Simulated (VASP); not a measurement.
# MgSn2N2 (P3m1) in VASP: notebook

The runs below take MgSn2N2 through single point, relaxation of cell and atoms, with PBE.

All numbers are computed with VASP 6.6.1; they aren't measurements. Logs are shortened: lines on timing, memory, paths and dates and some standing lists are left out, and cuts for length are marked.

## (1) The cell of the first run

The structure is trigonal, space group P3m1 (No. 156). The conventional cell has a = 3.648 Å, b = 3.648 Å, c = 8.213 Å, α = 90.00°, β = 90.00°, γ = 120.00°. Mg (site symmetry 3m) has 1 N at 2.55 Å and 4 Sn at 2.93 to 3.20 Å within 3.4 Å. Sn (site symmetry 3m) has 4 N at 2.22 to 2.73 Å and 1 Mg at 2.93 Å within 3.0 Å. Sn (site symmetry 3m) has 4 N at 2.11 to 2.17 Å within 2.8 Å. N (site symmetry 3m) has 4 Sn at 2.11 to 2.73 Å and 1 Mg at 2.55 Å within 2.8 Å. Within 3.0 Å of N (site symmetry 3m) lie 4 Sn at 2.17 to 2.22 Å and 3 N at 2.92 Å.

## (2) Single point, PBE

Contents of INCAR:

```
SYSTEM = MgSn2N2
  PREC = Accurate
  ENCUT = 520
  EDIFF = 1E-7
  ISMEAR = 0
  SIGMA = 0.1
  LREAL = .False.
  LASPH = .True.
  NELM = 80
  ALGO = Normal
  ISIF = 2
  LWAVE = .False.
  LCHARG = .False.
  GGA = PE
  NBANDS = 28
```

Contents of KPOINTS:

```
regular mesh
0
Gamma
  6 6 2
  0 0 0
```

Contents of POSCAR:

```
MgSn2N2
1.0
    3.6482235024      0.0000000000      0.0000000000
   -1.8241117512      3.1594542318      0.0000000000
    0.0000000000      0.0000000000      8.2130210908
Mg Sn N
1 2 2
Direct
    0.3333333333      0.6666666667      0.9606007159
    0.3333333333      0.6666666667      0.3178137739
    0.6666666667      0.3333333333      0.6678482488
    0.3333333333      0.6666666667      0.6501200997
    0.6666666667      0.3333333333      0.4036171618
```

Potentials or basis: VASP PAW PBE potentials, release 64 (Mg, Sn_d, N).

Launch:

```console
cat potpaw_PBE.64/Mg/POTCAR potpaw_PBE.64/Sn_d/POTCAR potpaw_PBE.64/N/POTCAR > POTCAR
mpirun -np 1 vasp_std > vasp.out
```

OUTCAR:

```text
SYSTEM = MgSn2N2
   PREC = Accurate
   ENCUT = 520
   EDIFF = 1E-7
   ISMEAR = 0
   LREAL = .False.
   LASPH = .True.
   NELM = 80
   ISIF = 2
   GGA = PE

 ion  position               nearest neighbor table
   1  0.333  0.667  0.961-   4 2.55   2 2.93   3 3.20   3 3.20   3 3.20
   2  0.333  0.667  0.318-   5 2.22   5 2.22   5 2.22   4 2.73   1 2.93   3 3.56   3 3.56   3 3.56

   3  0.667  0.333  0.668-   4 2.11   4 2.11   4 2.11   5 2.17   1 3.20   1 3.20   1 3.20   2 3.56
                             2 3.56   2 3.56
   4  0.333  0.667  0.650-   3 2.11   3 2.11   3 2.11   1 2.55   2 2.73
   5  0.667  0.333  0.404-   3 2.17   2 2.22   2 2.22   2 2.22

  LATTYP: Found a hexagonal cell.
 ALAT       =     3.6482235024
 C/A-ratio  =     2.2512384686

  Lattice vectors:

 A1 = (   3.6482235024,   0.0000000000,   0.0000000000)
 A2 = (  -1.8241117512,   3.1594542318,   0.0000000000)
 A3 = (   0.0000000000,   0.0000000000,   8.2130210908)

Analysis of symmetry for initial positions (statically):
=====================================================================
 Subroutine PRICEL returns:
 Original cell was already a primitive cell.

 Routine SETGRP: Setting up the symmetry group for a
 hexagonal supercell.

 Subroutine GETGRP returns: Found  6 space group operations
 (whereof  6 operations were pure point group operations)
 out of a pool of 24 trial point group operations.

The static configuration has the point symmetry C_3v.

Analysis of symmetry for dynamics (positions and initial velocities):
=====================================================================
 Subroutine PRICEL returns:
 Original cell was already a primitive cell.

 Routine SETGRP: Setting up the symmetry group for a
 hexagonal supercell.

 Subroutine GETGRP returns: Found  6 space group operations
 (whereof  6 operations were pure point group operations)
 out of a pool of 24 trial point group operations.

The dynamic configuration has the point symmetry C_3v.

 Subroutine INISYM returns: Found  6 space group operations
 (whereof  6 operations are pure point group operations),
 and found     1 'primitive' translations

----------------------------------------------------------------------------------------

                                     Primitive cell

  volume of cell :      94.6665

  direct lattice vectors                    reciprocal lattice vectors
     3.648223502  0.000000000  0.000000000     0.274106013  0.158255181  0.000000000
    -1.824111751  3.159454232  0.000000000     0.000000000  0.316510361  0.000000000
     0.000000000  0.000000000  8.213021091     0.000000000  0.000000000  0.121757876

  length of vectors
     3.648223502  3.648223502  8.213021091     0.316510361  0.316510361  0.121757876

  position of ions in fractional coordinates (direct lattice)
     0.333333333  0.666666667  0.960600716
     0.333333333  0.666666667  0.317813774
     0.666666667  0.333333333  0.667848249
     0.333333333  0.666666667  0.650120100
     0.666666667  0.333333333  0.403617162

  ion indices of the primitive-cell ions
   primitive index   ion index
                 1           1
                 2           2
                 3           3
                 4           4
                 5           5

----------------------------------------------------------------------------------------

 KPOINTS: regular mesh

Automatic generation of k-mesh.
 Grid dimensions read from file:
 generate k-points for:    6    6    2

 Generating k-lattice:

  Cartesian coordinates                     Fractional coordinates (reciprocal lattice)
     0.045684336  0.026375863  0.000000000     0.166666667 -0.000000000  0.000000000
     0.000000000  0.052751727  0.000000000     0.000000000  0.166666667  0.000000000
     0.000000000  0.000000000  0.060878938     0.000000000  0.000000000  0.500000000

  Length of vectors
     0.052751727  0.052751727  0.060878938

  Shift w.r.t. Gamma in fractional coordinates (k-lattice)
     0.000000000  0.000000000  0.000000000

 Subroutine IBZKPT returns following result:
 ===========================================

 Found     14 irreducible k-points:

 Following reciprocal coordinates:
            Coordinates               Weight
  0.000000  0.000000  0.000000      1.000000
  0.166667  0.000000  0.000000      6.000000
  0.333333  0.000000  0.000000      6.000000
  0.500000  0.000000  0.000000      3.000000
  0.166667  0.166667  0.000000      6.000000
  0.333333  0.166667  0.000000     12.000000
  0.333333  0.333333  0.000000      2.000000
  0.000000  0.000000  0.500000      1.000000
  0.166667  0.000000  0.500000      6.000000
  0.333333  0.000000  0.500000      6.000000
  0.500000  0.000000  0.500000      3.000000
  0.166667  0.166667  0.500000      6.000000
  0.333333  0.166667  0.500000     12.000000
  0.333333  0.333333  0.500000      2.000000
   k-points           NKPTS =     14   k-points in BZ     NKDIM =     14   number of bands    NBANDS=     28
   number of dos      NEDOS =    301   number of ions     NIONS =      5
   total plane-waves  NPLWV =  50176
   dimension x,y,z NGX =    28 NGY =   28 NGZ =   64
   dimension x,y,z NGXF=    56 NGYF=   56 NGZF=  128
   ions per type =               1   2   2
   NGX,Y,Z   is equivalent  to a cutoff of  12.76, 12.76, 12.95 a.u.
   NGXF,Y,Z  is equivalent  to a cutoff of  25.52, 25.52, 25.91 a.u.
 SYSTEM =  MgSn2N2
   PREC   = accura    normal or accurate (medium, high low for compatibility)
   ISTART =      0    job   : 0-new  1-cont  2-samecut
   ICHARG =      2    charge: 1-file 2-atom 10-const
   ISPIN  =      1    spin polarized calculation?
   LNONCOLLINEAR =      F non collinear calculations
   LSORBIT =      F    spin-orbit coupling
   LASPH  =      T    aspherical Exc in radial PAW
   ENCUT  =  520.0 eV  38.22 Ry    6.18 a.u.   6.78  6.78 15.27*2*pi/ulx,y,z
   NELM   =     80;   NELMIN=  2; NELMDL= -5     # of ELM steps
   EDIFF  = 0.1E-06   stopping-criterion for ELM
   LREAL  =      F    real-space projection
   EDIFFG = 0.1E-05   stopping-criterion for IOM
   NSW    =      0    number of steps for IOM
   IBRION =     -1    ionic relax: 0-MD 1-quasi-New 2-CG
   NFREE  =      0    steps in history (QN), initial steepest desc. (CG)
   ISIF   =      2    stress and relaxation
   ISYM   =      2    0-nonsym 1-usesym 2-fastsym
   POTIM  = 0.5000    time-step for ionic-motion
   TEBEG  =    0.0;   TEEND  =   0.0 temperature during run
   PSTRESS=    0.0 pullay stress
   NELECT =      40.0000    total number of electrons
   NUPDOWN=      -1.0000    fix difference up-down
   EMIN   =  10.00;   EMAX   =-10.00  energy-range for DOS
   EFERMI =   0.00;   METHOD = LEGACY
   ISMEAR =     0;   SIGMA  =   0.10  broadening in eV -4-tet -1-fermi 0-gaus
   EFERMI_NEDOS =   21; number of points for ismear=-14 and -15
   IALGO  =     38    algorithm
   IMIX   =      4    mixing-type and parameters
     AMIX     =   0.40;   BMIX     =  1.00
     AMIX_MAG =   1.60;   BMIX_MAG =  1.00
  volume/ion in A,a.u.               =      18.93       127.77
  Fermi-wavevector in a.u.,A,eV,Ry     =   1.228465  2.321462 20.532899  1.509126
  Thomas-Fermi vector in A             =   2.363389
   LORBIT       =      0    0 simple, 1 ext, 2 COOP (PROOUT), +10 PAW based schemes
   GGA     = PE    functional components
   LHFCALC =     F    Hartree Fock is set to
   AEXX    =    0.0000 exact exchange contribution
   IVDW    =     0    specifies the selected vdW correction
   LEPSILON=     F    determine dielectric tensor
   LRPA    =     F    only Hartree local field effects (RPA)
 non-spin polarized calculation
 Gauss-broadening in eV      SIGMA  =   0.10
  energy-cutoff  :      520.00
  volume of cell :       94.67
 maximum number of plane-waves:      2575
 NGX is ok and might be reduce to    28
   NGX = 13   NGY = 13   NGZ = 31

 number of electron      39.9999993 magnetization

 Free energy of the ion-electron system (eV)
  ---------------------------------------------------
  ext. energy  EPLUGINS =         0.00000000
  ---------------------------------------------------
  free energy    TOTEN  =       -24.19708730 eV

  energy without entropy =      -24.19522657  energy(sigma->0) =      -24.19615694

 E-fermi :   6.1546     XC(G=0):  -9.7553

 val. band max:        5.9926513533   @ k =   0.0000   0.0000   0.0000
 cond. band min:       6.1569060936   @ k =   0.3333   0.3333   0.0000
 fundamental gap:      0.1642547403
 Fermi energy:         6.1545938211

 k-point     1 :       0.0000    0.0000    0.0000
  band No.  band energies     occupation
      1     -15.9525      2.00000
      2     -15.9171      2.00000
      3     -15.9171      2.00000
      4     -15.7106      2.00000
      5     -15.7106      2.00000
      6     -15.5754      2.00000
[... 20 lines left out ...]
     27      12.1263      0.00000
     28      14.9823      0.00000

 k-point     2 :       0.1667    0.0000    0.0000
  band No.  band energies     occupation
      1     -15.9840      2.00000
      2     -15.8878      2.00000
      3     -15.8798      2.00000
      4     -15.7219      2.00000
      5     -15.7124      2.00000
      6     -15.6007      2.00000
[... 20 lines left out ...]
     27      12.4884      0.00000
     28      12.9213      0.00000

 k-point     3 :       0.3333    0.0000    0.0000
  band No.  band energies     occupation
      1     -16.0259      2.00000
      2     -15.8366      2.00000
      3     -15.8285      2.00000
      4     -15.7431      2.00000
      5     -15.7164      2.00000
      6     -15.6312      2.00000
[... 20 lines left out ...]
     27      12.4791      0.00000
     28      12.6090      0.00000

 k-point     4 :       0.5000    0.0000    0.0000
  band No.  band energies     occupation
      1     -16.0449      2.00000
      2     -15.8241      2.00000
      3     -15.7986      2.00000
      4     -15.7540      2.00000
      5     -15.7185      2.00000
      6     -15.6392      2.00000
[... 268 lines left out ...]
     27      11.4787      0.00000
     28      12.3321      0.00000

 k-point    13 :       0.3333    0.1667    0.5000
  band No.  band energies     occupation
      1     -16.0194      2.00000
      2     -15.8401      2.00000
      3     -15.8064      2.00000
      4     -15.7483      2.00000
      5     -15.7243      2.00000
      6     -15.6234      2.00000
[... 20 lines left out ...]
     27      11.8377      0.00000
     28      12.3286      0.00000

 k-point    14 :       0.3333    0.3333    0.5000
  band No.  band energies     occupation
      1     -15.9996      2.00000
      2     -15.8371      2.00000
      3     -15.8164      2.00000
      4     -15.7437      2.00000
      5     -15.7355      2.00000
      6     -15.6095      2.00000
[... 20 lines left out ...]
     27      11.8709      0.00000
     28      12.3732      0.00000

------------------------ aborting loop because EDIFF is reached ----------------------------------------

  FORCE on cell =-STRESS in cart. coord.  units (eV):
  Direction    XX          YY          ZZ          XY          YZ          ZX
  --------------------------------------------------------------------------------------
  -------------------------------------------------------------------------------------
  Total        0.1595933      0.1595933     -0.2044606      0.0000000      0.0000000      0.0000000
  in kB        2.7010262      2.7010262     -3.4603803      0.0000000      0.0000000      0.0000000
  external PRESSURE =       0.6472240 kB  Pullay stress =       0.0000000 kB

 VOLUME and BASIS-vectors are now :
 -----------------------------------------------------------------------------
  energy-cutoff  :      520.00
  volume of cell :       94.67
      direct lattice vectors                 reciprocal lattice vectors
     3.648223502  0.000000000  0.000000000     0.274106013  0.158255181  0.000000000
    -1.824111751  3.159454232  0.000000000     0.000000000  0.316510361  0.000000000
     0.000000000  0.000000000  8.213021091     0.000000000  0.000000000  0.121757876

 POSITION                                       TOTAL-FORCE (eV/Angst)
 -----------------------------------------------------------------------------------
     -0.00000      2.10630      7.88943        -0.000000      0.000000     -0.261876
     -0.00000      2.10630      2.61021        -0.000000      0.000000     -0.557690
      1.82411      1.05315      5.48505         0.000000     -0.000000      0.485909
     -0.00000      2.10630      5.33945        -0.000000      0.000000      0.083426
      1.82411      1.05315      3.31492        -0.000000      0.000000      0.250231
 -----------------------------------------------------------------------------------
    total drift:                                0.000000      0.000000      0.000190

  FREE ENERGIE OF THE ION-ELECTRON SYSTEM (eV)
  ---------------------------------------------------
  free  energy   TOTEN  =       -24.1970873034 eV

  energy  without entropy=      -24.1952265734  energy(sigma->0) =      -24.19615694
```

Wall time 19 s (1 thread of Intel Xeon 6975P-C (Granite Rapids), shared host); peak memory 0.22 GiB.

Results:

```yaml
Free_energy: -24.1971 eV
Pressure: 0.1 GPa
Largest_force: 0.558 eV/Å
Band_gap_on_the_k_mesh: zero (bands 20 and 21 overlap by 0.16 eV)
```

Forces in eV/Å, atoms in the order of the input:
```
Mg   0.000  0.000 -0.262
Sn   0.000  0.000 -0.558
Sn   0.000  0.000  0.486
N    0.000  0.000  0.083
N    0.000  0.000  0.250
```

Caveat: the k points lie up to 0.38 Å⁻¹ apart; semilocal functionals underestimate gaps, and a narrow one can read as zero; spin-orbit coupling is left out, which moves the levels of the heavy elements.

(Continued in part 2 of 3.)

The gap in the log of VASP goes by the Fermi energy; the results here count the filled bands.